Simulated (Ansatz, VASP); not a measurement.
## One calculation of GaP4, two programs

```
CELL_PARAMETERS angstrom
4.83206 0.00000 0.00000
0.00000 4.83206 0.00000
0.00000 0.00000 4.31126
ATOMIC_POSITIONS crystal
Ga 0.00000 0.00000 0.00000
P 0.79355 0.50000 0.00000
P 0.20645 0.50000 0.00000
P 0.50000 0.79355 0.00000
P 0.50000 0.20645 0.00000
```

Alike in both runs: task relaxation of cell and atoms; functional PBE; k mesh 4 × 4 × 4; occupations gaussian, width 0.1 eV; no spin polarisation.

```csv
,VASP,Ansatz
version,VASP 6.6.1,Ansatz 0.2.0
potentials or method,"VASP PAW PBE potentials, release 64 (Ga_d, P), cutoff 600 eV","scalar-relativistic, plane waves, PAW"
valence electrons in the cell,33,33
```

```csv
,VASP,Ansatz,Ansatz less VASP
"gap on the k mesh at the Fermi level, each at its own relaxed structure (eV)",none,none,-
relaxed volume (Å³/atom),24.24,16.45,-7.787
relaxed cell length with the largest relative difference (Å),4.017,2.583,-1.4339
```

A gap of «none» marks a metal or a gap that the smearing closes. One of these differences is far larger than is usual between the two programs; its cause wasn't traced.

The k mesh is coarse, so the values compare programs but aren't converged. Noted on VASP's run: the volume moved by over 15 % at a fixed basis, so the end points are rough.
